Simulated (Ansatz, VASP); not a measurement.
**GaN in VASP and in Ansatz**

```
CELL_PARAMETERS angstrom
0.00000 1.81814 1.81814
1.81814 0.00000 1.81814
1.81814 1.81814 0.00000
ATOMIC_POSITIONS crystal
Ga 0.00000 0.00000 0.00000
N 0.50000 0.50000 0.50000
```

Change from the starting cell: volume scaled by 0.64, LAPW.

Alike in both runs: task single point; functional PBEsol; k mesh 17 × 17 × 17; occupations fermi-dirac, width 0.05 eV; no spin polarisation.

|  | VASP | Ansatz |
| --- | --- | --- |
| version | VASP 6.6.1 | Ansatz 0.2.0 |
| potentials or method | VASP PAW PBE potentials, release 64 (Ga_d, N), cutoff 600 eV | all-electron LAPW, scalar-relativistic |

|  | VASP | Ansatz | Ansatz less VASP |
| --- | --- | --- | --- |
| gap on the k mesh at the Fermi level (eV) | 4.00 | 4.03 | +0.032 |
| pressure (GPa) | 280.1 | 277.7 | -2.34 |

VASP's potentials were made for PBE, not for PBEsol. Both programs put the cell under a high pressure, so it lies far from rest at this level. Ansatz ran all-electron here, and VASP with PAW potentials.

Noted on VASP's run: the cell as given lies far from equilibrium.
